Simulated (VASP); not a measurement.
Input of a VASP 6.6.1 run:

File INCAR:

```
PREC = Accurate ; ENCUT = 520
EDIFF = 1E-6 ; ISMEAR = -1
SIGMA = 0.08 ; LREAL = False
LASPH = True ; NELM = 60
ALGO = Normal ; ISIF = 2
LWAVE = False ; LCHARG = False
GGA = CA ; NBANDS = 32
```

File KPOINTS:

```
regular mesh
0
Gamma
  9 9 9
```

Contents of POSCAR:

```
Ti3Ag
1.0
    4.1870000000      0.0000000000      0.0000000000
    0.0000000000      4.1870000000      0.0000000000
    0.0000000000      0.0000000000      3.8710000000
Ti Ag
3 1
Direct
    0.0000000000      0.5000000000      0.5000000000
    0.5000000000      0.0000000000      0.5000000000
    0.5000000000      0.5000000000      0.0000000000
    0.0000000000      0.0000000000      0.0000000000
```

Potentials or basis: VASP PAW LDA potentials, release 64 (Ti_sv, Ag).

The run is started by

```sh
$ cat potpaw_LDA.64/Ti_sv/POTCAR potpaw_LDA.64/Ag/POTCAR > POTCAR
$ mpirun -np 1 vasp_std > vasp.out
```

(1) What does it give for the pressure?

(2) Estimate the band gap on the k mesh.

Answers

(1) -7.9 GPa.

(2) zero (an odd number of electrons rules out a gap without spin polarisation).

Caveat: the cell differs from its parent crystal (zz strain of -2 %); the cell stands under tension.
